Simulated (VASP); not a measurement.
Here is a VASP 6.6.1 calculation.

The input INCAR:

```
ALGO     = Normal         # electronic algorithm
EDIFF    = 1E-6           # SCF threshold, eV
ENCUT    = 520            # plane-wave cutoff, eV
GGA      = PS             # functional
ISIF     = 2              # what is computed and relaxed
ISMEAR   = 0              # smearing method
LASPH    = T              # aspherical terms in the spheres
LCHARG   = F              # write CHGCAR
LREAL    = F              # projectors in reciprocal space
LWAVE    = F              # write WAVECAR
NBANDS   = 64             # bands
NELM     = 80             # most SCF steps
PREC     = Accurate       # precision mode
SIGMA    = 0.05           # smearing width, eV
```

File KPOINTS:

```
k-points
0
Gamma
  6 6 6
```

The input POSCAR:

```
SnO2
1.0
    3.1636309055      1.8265231549      4.9110097089
   -3.1636309055      1.8265231549      4.9110097089
    0.0000000000     -3.6530463097      4.9110097089
Sn O
4 8
Direct
    0.8646807174      0.8646807174      0.8646807174
    0.3648245829      0.3648245829      0.8648190111
    0.3648245829      0.8648190111      0.3648245829
    0.8648190111      0.3648245829      0.3648245829
    0.1235003534      0.6233501671      0.6233501671
    0.6233501671      0.1235003534      0.6233501671
    0.6233501671      0.6233501671      0.1235003534
    0.6062113146      0.6062113146      0.6062113146
    0.1234715296      0.1234715296      0.1234715296
    0.1060883083      0.1060883083      0.6062369573
    0.1060883083      0.6062369573      0.1060883083
    0.6062369573      0.1060883083      0.1060883083
```

Potentials or basis: VASP PAW PBE potentials, release 64 (Sn_d, O).

Command:

```bash
$ cat potpaw_PBE.64/Sn_d/POTCAR potpaw_PBE.64/O/POTCAR > POTCAR
$ mpirun -np 1 vasp_std > vasp.out
```

What does it give for the largest force?

1.081 eV/Å.

What does it give for the band gap on the k mesh?

2.09 eV.

What does it give for the pressure?

-3.9 GPa.

Stress tensor (GPa, compression positive):
```
-1.13  0.00  0.00
 0.00 -1.13  0.00
 0.00  0.00 -9.37
```

Caveat: the cell stands under tension; the PAW data sets were made with another functional, which shifts forces and pressure a little; spin-orbit coupling is left out, which moves the levels of the heavy elements. A k mesh can miss the band edges.
